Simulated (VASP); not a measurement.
A run of VASP 6.6.1 is set up as follows.

POSCAR

```
As
1.0
   -1.6725360748      1.6725360748      1.6725360748
    1.6725360748     -1.6725360748      1.6725360748
    1.6725360748      1.6725360748     -1.6725360748
As
1
Direct
    0.0000000000      0.0000000000      0.0000000000
```

INCAR.step1

```
ALGO = Normal
EDIFF = 1E-4
ENCUT = 600
GGA = PE
ISMEAR = 0
LASPH = True
LCHARG = False
LREAL = False
LWAVE = True
NELM = 100
PREC = Accurate
SIGMA = 0.1
```

The input INCAR.step2:

```
ALGO = Normal
EDIFF = 1E-6
EDIFFG = -0.01
ENCUT = 600
IBRION = 2
ISIF = 3
ISMEAR = 0
ISTART = 1
LASPH = True
LCHARG = False
LMIXTAU = True
LREAL = False
LWAVE = False
METAGGA = R2SCAN
NELM = 100
NSW = 100
PREC = Accurate
SIGMA = 0.1
```

KPOINTS

```
k-points
0
Gamma
  18 18 18
```

Potentials or basis: VASP PAW PBE potentials, release 64 (As).

Run with:

```console
$ cat potpaw_PBE.64/As/POTCAR > POTCAR
$ cp INCAR.step1 INCAR
$ mpirun -np 1 vasp_std > vasp.out
$ cp INCAR.step2 INCAR
$ mpirun -np 1 vasp_std > vasp.out
```

(1) Estimate the relaxed volume.

(2) Estimate the relaxed cell.

Results:

(1) 18.75 Å³/atom.

(2) a = 2.899 Å, b = 2.899 Å, c = 2.899 Å, α = 109.47°, β = 109.47°, γ = 109.47°.

Caveat: the PAW data sets were made with another functional, which shifts forces and pressure a little; an odd number of electrons without spin polarisation forces a metal; a magnetic or distorted state may lie lower.
